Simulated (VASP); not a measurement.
# CsW3 (Fm-3m) in VASP: notebook

Runs on CsW3. Level: PBE. Tasks: relaxation of cell and atoms, single point.

All numbers are computed with VASP 6.6.1; they aren't measurements. Logs are shortened: lines on timing, memory, paths and dates and some standing lists are left out, and cuts for length are marked.

**1. The cell of the first run**

It takes space group Fm-3m (No. 225, cubic). The conventional cell has a = 6.714 Å, b = 6.714 Å, c = 6.714 Å, α = 90.00°, β = 90.00°, γ = 90.00°. Within 3.8 Å of Cs (site symmetry m-3m) lie 14 W at 2.91 to 3.36 Å. Within 3.8 Å of W (site symmetry -43m) lie 4 Cs at 2.91 Å and 10 W at 2.91 to 3.36 Å. W (site symmetry m-3m) has 8 W at 2.91 Å and 6 Cs at 3.36 Å within 3.8 Å.

The cell was generated, and may not be a known phase.

**2. Relaxation of cell and atoms, PBE**

File INCAR:

```
PREC     = Accurate       # precision mode
ENCUT    = 600            # plane-wave cutoff, eV
EDIFF    = 1E-6           # SCF threshold, eV
ISMEAR   = 0              # smearing method
SIGMA    = 0.1            # smearing width, eV
LREAL    = False          # projectors in reciprocal space
LASPH    = True           # aspherical terms in the spheres
NELM     = 100            # most SCF steps
ALGO     = Normal         # electronic algorithm
ISIF     = 3              # what is computed and relaxed
LWAVE    = False          # write WAVECAR
LCHARG   = False          # write CHGCAR
GGA      = PE             # functional
IBRION   = 2              # ionic algorithm
NSW      = 100            # ionic steps
EDIFFG   = -0.01          # ionic threshold
```

File KPOINTS:

```
Automatic mesh
0
Gamma
  12 12 12
```

File POSCAR:

```
CsW3
1.0
    0.0000000000      3.3570578658      3.3570578658
    3.3570578658      0.0000000000      3.3570578658
    3.3570578658      3.3570578658      0.0000000000
Cs W
1 3
Direct
    0.5000000000      0.5000000000      0.5000000000
    0.2500000000      0.2500000000      0.2500000000
    0.7500000000      0.7500000000      0.7500000000
    0.0000000000      0.0000000000      0.0000000000
```

Potentials or basis: VASP PAW PBE potentials, release 64 (Cs_sv, W_sv).

Launch:

```bash
$ cat potpaw_PBE.64/Cs_sv/POTCAR potpaw_PBE.64/W_sv/POTCAR > POTCAR
$ mpirun -np 1 vasp_std > vasp.out
```

OUTCAR:

```text
PREC = Accurate
   ENCUT = 600
   EDIFF = 1E-6
   ISMEAR = 0
   LREAL = False
   LASPH = True
   NELM = 100
   ISIF = 3
   GGA = PE
   IBRION = 2
   NSW = 100
   EDIFFG = -0.01

 ion  position               nearest neighbor table
   1  0.500  0.500  0.500-   2 2.91   2 2.91   2 2.91   2 2.91   3 2.91   3 2.91   3 2.91   3 2.91

   2  0.250  0.250  0.250-   4 2.91   4 2.91   4 2.91   1 2.91   4 2.91   1 2.91   1 2.91   1 2.91
                             3 3.36   3 3.36   3 3.36   3 3.36   3 3.36   3 3.36
   3  0.750  0.750  0.750-   1 2.91   1 2.91   1 2.91   1 2.91   4 2.91   4 2.91   4 2.91   4 2.91
                             2 3.36   2 3.36   2 3.36   2 3.36   2 3.36   2 3.36
   4  0.000  0.000  0.000-   3 2.91   3 2.91   3 2.91   2 2.91   3 2.91   2 2.91   2 2.91   2 2.91

  LATTYP: Found a face centered cubic cell.
 ALAT       =     6.7141157316

  Lattice vectors:

 A1 = (   0.0000000000,   3.3570578658,   3.3570578658)
 A2 = (   3.3570578658,   0.0000000000,   3.3570578658)
 A3 = (   3.3570578658,   3.3570578658,   0.0000000000)

Analysis of symmetry for initial positions (statically):
=====================================================================
 Subroutine PRICEL returns:
 Original cell was already a primitive cell.

 Routine SETGRP: Setting up the symmetry group for a
 face centered cubic supercell.

 Subroutine GETGRP returns: Found 48 space group operations
 (whereof 48 operations were pure point group operations)
 out of a pool of 48 trial point group operations.

The static configuration has the point symmetry O_h .

Analysis of symmetry for dynamics (positions and initial velocities):
=====================================================================
 Subroutine PRICEL returns:
 Original cell was already a primitive cell.

 Routine SETGRP: Setting up the symmetry group for a
 face centered cubic supercell.

 Subroutine GETGRP returns: Found 48 space group operations
 (whereof 48 operations were pure point group operations)
 out of a pool of 48 trial point group operations.

The dynamic configuration has the point symmetry O_h .

 Subroutine INISYM returns: Found 48 space group operations
 (whereof 48 operations are pure point group operations),
 and found     1 'primitive' translations

----------------------------------------------------------------------------------------

                                     Primitive cell

  volume of cell :      75.6670

  direct lattice vectors                    reciprocal lattice vectors
[... 103 lines left out ...]
   NUPDOWN=      -1.0000    fix difference up-down
   EMIN   =  10.00;   EMAX   =-10.00  energy-range for DOS
   EFERMI =   0.00;   METHOD = LEGACY
   ISMEAR =     0;   SIGMA  =   0.10  broadening in eV -4-tet -1-fermi 0-gaus
   EFERMI_NEDOS =   21; number of points for ismear=-14 and -15
   IALGO  =     38    algorithm
   IMIX   =      4    mixing-type and parameters
     AMIX     =   0.40;   BMIX     =  1.00
     AMIX_MAG =   1.60;   BMIX_MAG =  1.00
  volume/ion in A,a.u.               =      18.92       127.66
  Fermi-wavevector in a.u.,A,eV,Ry     =   1.435366  2.712449 28.031760  2.060276
  Thomas-Fermi vector in A             =   2.554673
   LORBIT       =      0    0 simple, 1 ext, 2 COOP (PROOUT), +10 PAW based schemes
   GGA     = PE    functional components
   LHFCALC =     F    Hartree Fock is set to
   AEXX    =    0.0000 exact exchange contribution
   IVDW    =     0    specifies the selected vdW correction
   LEPSILON=     F    determine dielectric tensor
   LRPA    =     F    only Hartree local field effects (RPA)
 conjugate gradient relaxation of ions
 non-spin polarized calculation
 Gauss-broadening in eV      SIGMA  =   0.10
  energy-cutoff  :      600.00
  volume of cell :       75.67
 maximum number of plane-waves:      2565
 NGX is ok and might be reduce to    40
   NGX = 19   NGY = 19   NGZ = 19

--------------------------------------- Ionic step        1  -------------------------------------------

 number of electron      51.0000003 magnetization

 Free energy of the ion-electron system (eV)
  ---------------------------------------------------
  ext. energy  EPLUGINS =         0.00000000
  ---------------------------------------------------
  free energy    TOTEN  =       -30.98083150 eV

  energy without entropy =      -30.96178306  energy(sigma->0) =      -30.97130728

------------------------ aborting loop because EDIFF is reached ----------------------------------------

  FORCE on cell =-STRESS in cart. coord.  units (eV):
  Direction    XX          YY          ZZ          XY          YZ          ZX
  --------------------------------------------------------------------------------------
  -------------------------------------------------------------------------------------
  Total        0.9464869      0.9464869      0.9464869     -0.0000000     -0.0000000      0.0000000
  in kB       20.0409684     20.0409684     20.0409684     -0.0000000     -0.0000000      0.0000000
  external PRESSURE =      20.0409684 kB  Pullay stress =       0.0000000 kB
[... 63 lines left out ...]
--------------------------------------- Ionic step        3  -------------------------------------------

 number of electron      51.0000005 magnetization

 Free energy of the ion-electron system (eV)
  ---------------------------------------------------
  ext. energy  EPLUGINS =         0.00000000
  ---------------------------------------------------
  free energy    TOTEN  =       -30.98669347 eV

  energy without entropy =      -30.96810078  energy(sigma->0) =      -30.97739713

 E-fermi :   8.6857     XC(G=0): -12.6058

 val. band max:        8.6730590664   @ k =  -0.3333   0.5000   0.1667
 cond. band min:       8.6885837531   @ k =  -0.4167   0.4167   0.0000
 fundamental gap:      0.0155246866
 Fermi energy:         8.6857389045

 k-point     1 :       0.0000    0.0000    0.0000
  band No.  band energies     occupation
      1     -65.2375      2.00000
      2     -65.2112      2.00000
      3     -65.1402      2.00000
      4     -29.5179      2.00000
      5     -29.5179      2.00000
      6     -29.5179      2.00000
[... 781 lines left out ...]
     29      10.5491      0.00000
     30      10.8581      0.00000

 [... further k-points ...]

------------------------ aborting loop because EDIFF is reached ----------------------------------------

  FORCE on cell =-STRESS in cart. coord.  units (eV):
  Direction    XX          YY          ZZ          XY          YZ          ZX
  --------------------------------------------------------------------------------------
  -------------------------------------------------------------------------------------
  Total       -0.0047517     -0.0047517     -0.0047517     -0.0000000     -0.0000000      0.0000000
  in kB       -0.0993564     -0.0993564     -0.0993564     -0.0000000     -0.0000000      0.0000000
  external PRESSURE =      -0.0993564 kB  Pullay stress =       0.0000000 kB
[... 19 lines left out ...]
  FREE ENERGIE OF THE ION-ELECTRON SYSTEM (eV)
  ---------------------------------------------------
  free  energy   TOTEN  =       -30.9866934749 eV

  energy  without entropy=      -30.9681007804  energy(sigma->0) =      -30.97739713

 reached required accuracy - stopping structural energy minimisation
```

Wall time 11 min (1 thread of Intel Xeon Platinum 8259CL at 2.50GHz (Skylake/Cascade Lake), shared host); peak memory 0.35 GiB.

What came out:

| Quantity | Value |
| --- | --- |
| Free energy | -30.9867 eV |
| Relaxed volume | 19.16 Å³/atom |
| Relaxed cell | a = 4.768 Å, b = 4.768 Å, c = 4.768 Å, α = 60.00°, β = 60.00°, γ = 60.00° |
| Space group after relaxing (to 0.1 Å) | Fm-3m (No. 225) |
| Energy gained by relaxing | 1.5 meV/atom |
| Ionic steps | 3 |
| Pressure after relaxing | 0.0 GPa |
| Band gap on the k mesh | zero (an odd number of electrons rules out a gap without spin polarisation) |

Step by step:
```tsv
step	energy change (eV)	largest force (eV/Å)	pressure (GPa)	volume (Å³)
1	0.0000	0.0000	2.00	75.67
2	0.0111	0.0000	-3.18	78.29
3	-0.0059	0.0000	-0.01	76.62
```

Final structure:
```yaml
crystal:
  lattice:
    - [0.00000, 3.37114, 3.37114]
    - [3.37114, 0.00000, 3.37114]
    - [3.37114, 3.37114, 0.00000]
  atoms:
    - { symbol: Cs, position: [0.50000, 0.50000, 0.50000] }
    - { symbol: W, position: [0.25000, 0.25000, 0.25000] }
    - { symbol: W, position: [0.75000, 0.75000, 0.75000] }
    - { symbol: W, position: [0.00000, 0.00000, 0.00000] }
```

Caveat: spin-orbit coupling is left out, which moves the levels of the heavy elements.

**3. Single point, PBE**

This run uses another cell than the first one, of 28.10 Å³/atom.

File INCAR:

```
ALGO     = Normal         # electronic algorithm
EDIFF    = 1E-7           # SCF threshold, eV
ENCUT    = 520            # plane-wave cutoff, eV
GGA      = PE             # functional
ISIF     = 2              # what is computed and relaxed
ISMEAR   = 0              # smearing method
LASPH    = T              # aspherical terms in the spheres
LCHARG   = F              # write CHGCAR
LREAL    = F              # projectors in reciprocal space
LWAVE    = F              # write WAVECAR
NBANDS   = 34             # bands
NELM     = 100            # most SCF steps
PREC     = Accurate       # precision mode
SIGMA    = 0.1            # smearing width, eV
```

File KPOINTS:

```
k-points
0
Gamma
  4 4 4
```

File POSCAR:

```
CsW3
1.0
    0.0000000000      3.8305532300      3.8305532300
    3.8305532300      0.0000000000      3.8305532300
    3.8305532300      3.8305532300      0.0000000000
Cs W
1 3
Direct
    0.5000000000      0.5000000000      0.5000000000
    0.2500000000      0.2500000000      0.2500000000
    0.7500000000      0.7500000000      0.7500000000
    0.0000000000      0.0000000000      0.0000000000
```

Potentials or basis: VASP PAW PBE potentials, release 64 (Cs_sv, W_sv).

Launch:

```bash
$ cat potpaw_PBE.64/Cs_sv/POTCAR potpaw_PBE.64/W_sv/POTCAR > POTCAR
$ mpirun -np 1 vasp_std > vasp.out
```

OUTCAR:

```text
EDIFF = 1E-7
   ENCUT = 520
   GGA = PE
   ISIF = 2
   ISMEAR = 0
   LASPH = T
   LREAL = F
   NELM = 100
   PREC = Accurate

 ion  position               nearest neighbor table
   1  0.500  0.500  0.500-   2 3.32   2 3.32   2 3.32   2 3.32   3 3.32   3 3.32   3 3.32   3 3.32

   2  0.250  0.250  0.250-   4 3.32   4 3.32   4 3.32   1 3.32   4 3.32   1 3.32   1 3.32   1 3.32

   3  0.750  0.750  0.750-   1 3.32   1 3.32   1 3.32   1 3.32   4 3.32   4 3.32   4 3.32   4 3.32

   4  0.000  0.000  0.000-   3 3.32   3 3.32   3 3.32   2 3.32   3 3.32   2 3.32   2 3.32   2 3.32

  LATTYP: Found a face centered cubic cell.
 ALAT       =     7.6611064600

  Lattice vectors:

 A1 = (   0.0000000000,   3.8305532300,   3.8305532300)
 A2 = (   3.8305532300,   0.0000000000,   3.8305532300)
 A3 = (   3.8305532300,   3.8305532300,   0.0000000000)

Analysis of symmetry for initial positions (statically):
=====================================================================
 Subroutine PRICEL returns:
 Original cell was already a primitive cell.

 Routine SETGRP: Setting up the symmetry group for a
 face centered cubic supercell.

 Subroutine GETGRP returns: Found 48 space group operations
 (whereof 48 operations were pure point group operations)
 out of a pool of 48 trial point group operations.

The static configuration has the point symmetry O_h .

Analysis of symmetry for dynamics (positions and initial velocities):
=====================================================================
 Subroutine PRICEL returns:
 Original cell was already a primitive cell.

 Routine SETGRP: Setting up the symmetry group for a
 face centered cubic supercell.

 Subroutine GETGRP returns: Found 48 space group operations
[... 104 lines left out ...]
   EFERMI =   0.00;   METHOD = LEGACY
   ISMEAR =     0;   SIGMA  =   0.10  broadening in eV -4-tet -1-fermi 0-gaus
   EFERMI_NEDOS =   21; number of points for ismear=-14 and -15
   IALGO  =     38    algorithm
   IMIX   =      4    mixing-type and parameters
     AMIX     =   0.40;   BMIX     =  1.00
     AMIX_MAG =   1.60;   BMIX_MAG =  1.00
  volume/ion in A,a.u.               =      28.10       189.65
  Fermi-wavevector in a.u.,A,eV,Ry     =   1.257940  2.377163 21.530049  1.582414
  Thomas-Fermi vector in A             =   2.391575
   LORBIT       =      0    0 simple, 1 ext, 2 COOP (PROOUT), +10 PAW based schemes
   GGA     = PE    functional components
   LHFCALC =     F    Hartree Fock is set to
   AEXX    =    0.0000 exact exchange contribution
   IVDW    =     0    specifies the selected vdW correction
   LEPSILON=     F    determine dielectric tensor
   LRPA    =     F    only Hartree local field effects (RPA)
 non-spin polarized calculation
 Gauss-broadening in eV      SIGMA  =   0.10
  energy-cutoff  :      520.00
  volume of cell :      112.41
 maximum number of plane-waves:      3042
   NGX = 21   NGY = 21   NGZ = 21

 number of electron      51.0000003 magnetization

 Free energy of the ion-electron system (eV)
  ---------------------------------------------------
  ext. energy  EPLUGINS =         0.00000000
  ---------------------------------------------------
  free energy    TOTEN  =       -27.14655595 eV

  energy without entropy =      -27.13247732  energy(sigma->0) =      -27.13951663

 E-fermi :   4.7756     XC(G=0): -10.6210

 val. band max:        4.6262311551   @ k =   0.5000   0.0000   0.0000
 cond. band min:       4.7869957690   @ k =  -0.2500   0.5000   0.2500
 fundamental gap:      0.1607646140
 Fermi energy:         4.7755862155

 k-point     1 :       0.0000    0.0000    0.0000
  band No.  band energies     occupation
      1     -69.7964      2.00000
      2     -69.6501      2.00000
      3     -69.6491      2.00000
      4     -33.8362      2.00000
      5     -33.8362      2.00000
      6     -33.8362      2.00000
[... 285 lines left out ...]
     33       6.6892      0.00000
     34       7.0532      0.00000

------------------------ aborting loop because EDIFF is reached ----------------------------------------

  FORCE on cell =-STRESS in cart. coord.  units (eV):
  Direction    XX          YY          ZZ          XY          YZ          ZX
  --------------------------------------------------------------------------------------
  -------------------------------------------------------------------------------------
  Total      -16.6229856    -16.6229856    -16.6229856      0.0000000      0.0000000     -0.0000000
  in kB     -236.9218477   -236.9218477   -236.9218477      0.0000000      0.0000000     -0.0000000
  external PRESSURE =    -236.9218477 kB  Pullay stress =       0.0000000 kB

 VOLUME and BASIS-vectors are now :
 -----------------------------------------------------------------------------
  energy-cutoff  :      520.00
  volume of cell :      112.41
      direct lattice vectors                 reciprocal lattice vectors
     0.000000000  3.830553230  3.830553230    -0.130529448  0.130529448  0.130529448
     3.830553230  0.000000000  3.830553230     0.130529448 -0.130529448  0.130529448
     3.830553230  3.830553230  0.000000000     0.130529448  0.130529448 -0.130529448

 POSITION                                       TOTAL-FORCE (eV/Angst)
 -----------------------------------------------------------------------------------
      3.83055      3.83055      3.83055        -0.000000     -0.000000     -0.000000
      1.91528      1.91528      1.91528        -0.000000     -0.000000     -0.000000
      5.74583      5.74583      5.74583         0.000000      0.000000      0.000000
      0.00000      0.00000      0.00000        -0.000000     -0.000000     -0.000000
 -----------------------------------------------------------------------------------
    total drift:                               -0.000000     -0.000000      0.000000

  FREE ENERGIE OF THE ION-ELECTRON SYSTEM (eV)
  ---------------------------------------------------
  free  energy   TOTEN  =       -27.1465559481 eV

  energy  without entropy=      -27.1324773184  energy(sigma->0) =      -27.13951663
```

stdout:

```text
POSCAR found type information on POSCAR CsW
 POSCAR found :  2 types and       4 ions
 scaLAPACK will be used
 LDA part: xc-table for (Slater+PW92), standard interpolation
 POSCAR, INCAR and KPOINTS ok, starting setup
 FFT: planning ... GRIDC
 FFT: planning ... GRID_SOFT
 FFT: planning ... GRID
 WAVECAR not read
 entering main loop
```

Run time: 50 s. Hardware: 1 thread of Intel Xeon Platinum 8259CL at 2.50GHz (Skylake/Cascade Lake), shared host; peak memory 0.24 GiB.

What came out:

```
Free energy            : -27.1466 eV
Pressure               : -23.7 GPa
Band gap on the k mesh : zero (an odd number of electrons rules out a gap without spin polarisation)
```

Caveat: the cell stands under tension; spin-orbit coupling is left out, which moves the levels of the heavy elements.

[end of part 1 of 2]

The gap in the log of VASP goes by the Fermi energy; the results here count the filled bands.